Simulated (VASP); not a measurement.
# BN (P6_3/mmc) in VASP: a series of runs, part 2 of 2

VASP 6.6.1. The steps go on from the part before.

### Step 5. Single point, PBE

This run uses another cell than the first one, of 9.33 Å³/atom, 1.125 times its volume.

Input file INCAR:

```
PREC = Accurate ; ENCUT = 520
EDIFF = 1E-6 ; ISMEAR = -1
SIGMA = 0.05 ; LREAL = False
LASPH = True ; NELM = 80
ALGO = Normal ; ISIF = 2
LWAVE = False ; LCHARG = True
GGA = PE ; LELF = True
LVHAR = True ; NBANDS = 16
```

Input file KPOINTS:

```
Automatic mesh
0
Gamma
  12 12 4
```

Input file POSCAR:

```
BN
1.0
    2.5311153490      0.0000000000      0.0000000000
   -1.2655576745      2.1920101922      0.0000000000
    0.0000000000      0.0000000000      6.7230218559
N B
2 2
Direct
    0.6666666667      0.3333333333      0.2500000000
    0.3333333333      0.6666666667      0.7500000000
    0.6666666667      0.3333333333      0.7500000000
    0.3333333333      0.6666666667      0.2500000000
```

Potentials or basis: VASP PAW PBE potentials, release 64 (N, B).

Run with:

```
cat potpaw_PBE.64/N/POTCAR potpaw_PBE.64/B/POTCAR > POTCAR
mpirun -np 1 vasp_std > vasp.out
```

Run time: 22 s. Hardware: 1 thread of Intel Xeon Platinum 8488C (Sapphire Rapids), shared host; peak memory 0.16 GiB.

It converged, with:

```yaml
Free_energy: -35.1514 eV
Pressure: -4.2 GPa
Band_gap_on_the_k_mesh: 4.24 eV, indirect (least direct gap 4.56 eV)
```

Stress tensor (GPa, compression positive):
```
-7.42  0.00  0.00
 0.00 -7.42  0.00
 0.00  0.00  2.36
```

Levels at points of the mesh, in eV from the valence-band top:
| k point | band 4 | band 5 | band 6 | band 7 | band 8 | band 9 | band 10 | band 11 | band 12 | band 13 |
| --- | --- | --- | --- | --- | --- | --- | --- | --- | --- | --- |
| (0.00, 0.00, 0.00) | -3.98 | -1.37 | -1.37 | -1.33 | -1.33 | 5.18 | 10.06 | 11.29 | 11.29 | 11.40 |
| (0.50, 0.00, 0.00) | -8.71 | -4.09 | -4.03 | -1.38 | -0.42 | 4.24 | 5.52 | 9.23 | 9.62 | 12.55 |
| (0.00, 0.00, 0.50) | -5.11 | -1.35 | -1.35 | -1.35 | -1.35 | 7.44 | 7.44 | 11.34 | 11.34 | 11.34 |
| (0.50, 0.00, 0.50) | -8.75 | -4.06 | -4.06 | -0.88 | -0.88 | 4.68 | 4.68 | 9.58 | 9.58 | 13.36 |

Caveat: this functional lacks dispersion, which binds the layers, so the pressure and a relaxed spacing across them are unreliable. A k mesh can miss the band edges.

### Step 6. Single point, r2SCAN+D4

This run uses another cell than the first one, of 8.43 Å³/atom, 1.016 times its volume.

Input file POSCAR:

```
BN
1.0
    2.4472412002      0.0000000000      0.0000000000
   -1.2236206001      2.1193730486      0.0000000000
    0.0000000000      0.0000000000      6.5002395416
N B
2 2
Direct
    0.6666666667      0.3333333333      0.2500000000
    0.3333333333      0.6666666667      0.7500000000
    0.6666666667      0.3333333333      0.7500000000
    0.3333333333      0.6666666667      0.2500000000
```

Input file INCAR.step1:

```
PREC     = Accurate       # precision mode
ENCUT    = 520            # plane-wave cutoff, eV
ISMEAR   = -1             # smearing method
SIGMA    = 0.05           # smearing width, eV
LREAL    = F              # projectors in reciprocal space
LASPH    = T              # aspherical terms in the spheres
NELM     = 60             # most SCF steps
NBANDS   = 16             # bands
GGA      = PE             # functional
ALGO     = Normal         # electronic algorithm
EDIFF    = 1E-4           # SCF threshold, eV
LWAVE    = T              # write WAVECAR
LCHARG   = F              # write CHGCAR
```

Input file INCAR.step2:

```
PREC     = Accurate       # precision mode
ENCUT    = 520            # plane-wave cutoff, eV
EDIFF    = 1E-6           # SCF threshold, eV
ISMEAR   = -1             # smearing method
SIGMA    = 0.05           # smearing width, eV
LREAL    = F              # projectors in reciprocal space
LASPH    = T              # aspherical terms in the spheres
NELM     = 60             # most SCF steps
ALGO     = Normal         # electronic algorithm
ISIF     = 2              # what is computed and relaxed
LWAVE    = F              # write WAVECAR
LCHARG   = F              # write CHGCAR
METAGGA  = R2SCAN         # meta-GGA
LMIXTAU  = T            
IVDW     = 13             # dispersion correction
VDW_S6   = 1.0          
VDW_S8   = 0.6018749    
VDW_A1   = 0.51559235   
VDW_A2   = 5.77342911   
NBANDS   = 16             # bands
ISTART   = 1
```

KPOINTS is that of step 5.

Potentials or basis: VASP PAW PBE potentials, release 64 (N, B).

Run with:

```
cat potpaw_PBE.64/N/POTCAR potpaw_PBE.64/B/POTCAR > POTCAR
cp INCAR.step1 INCAR
mpirun -np 1 vasp_std > vasp.out
cp INCAR.step2 INCAR
mpirun -np 1 vasp_std > vasp.out
```

Run time: 65 s. Hardware: 1 thread of Intel Xeon Platinum 8488C (Sapphire Rapids), shared host; peak memory 0.15 GiB.

The run converged. Its results:

```yaml
Free_energy: -38.7461 eV
Pressure: 17.9 GPa
Band_gap_on_the_k_mesh: 4.96 eV, indirect (least direct gap 5.42 eV)
Dispersion_energy_per_atom: -0.073 eV
```

Stress tensor (GPa, compression positive):
```
26.77  0.00  0.00
 0.00 26.77  0.00
 0.00  0.00  0.24
```

Levels at points of the mesh, in eV from the valence-band top:
| k point | band 4 | band 5 | band 6 | band 7 | band 8 | band 9 | band 10 | band 11 | band 12 | band 13 |
| --- | --- | --- | --- | --- | --- | --- | --- | --- | --- | --- |
| (0.00, 0.00, 0.00) | -4.45 | -1.27 | -1.27 | -1.23 | -1.23 | 5.78 | 11.62 | 12.88 | 12.88 | 13.03 |
| (0.50, 0.00, 0.00) | -9.48 | -4.40 | -4.33 | -1.57 | -0.46 | 4.96 | 6.59 | 10.88 | 11.43 | 13.68 |
| (0.00, 0.00, 0.50) | -5.78 | -1.25 | -1.25 | -1.25 | -1.25 | 8.48 | 8.48 | 12.95 | 12.95 | 12.95 |
| (0.50, 0.00, 0.50) | -9.52 | -4.37 | -4.37 | -0.99 | -0.99 | 5.48 | 5.48 | 11.40 | 11.40 | 14.84 |

Caveat: the PAW data sets were made with another functional, which shifts forces and pressure a little. r2SCAN opens gaps a little over a GGA but as a rule still falls short of measured ones.

### Step 7. Summary

```tsv
level	potentials or basis	cell	gap on the mesh (eV)	pressure (GPa)
revPBE+D4	VASP PAW PBE potentials, release 64 (N, B)	a = 2.508, b = 2.508, c = 6.089 Å, angles 90.0, 90.0, 120.0°, 4 atoms	4.17	0.1
PBE	VASP PAW PBE potentials, release 64 (N, B)	a = 2.481, b = 2.481, c = 6.591 Å, angles 90.0, 90.0, 120.0°, 4 atoms	4.31	10.5
LDA	VASP PAW LDA potentials, release 64 (N, B)	a = 2.498, b = 2.498, c = 6.636 Å, angles 90.0, 90.0, 120.0°, 4 atoms	4.09	-2.5
PBE	VASP PAW PBE potentials, release 64 (N, B)	a = 2.531, b = 2.531, c = 6.723 Å, angles 90.0, 90.0, 120.0°, 4 atoms	4.24	-4.2
r2SCAN+D4	VASP PAW PBE potentials, release 64 (N, B)	a = 2.447, b = 2.447, c = 6.500 Å, angles 90.0, 90.0, 120.0°, 4 atoms	4.96	17.9
```

Alike in all rows: task single point; no spin polarisation; k mesh 12 × 12 × 4; cutoff (eV) 520; smearing fermi-dirac 0.05 eV.

Caveats: the PAW data sets were made with another functional, which shifts forces and pressure a little (some runs); this functional lacks dispersion, which binds the layers, so the pressure and a relaxed spacing across them are unreliable (some runs).

Total energies depend on the potentials used, so only differences within one code and one set of settings carry meaning.
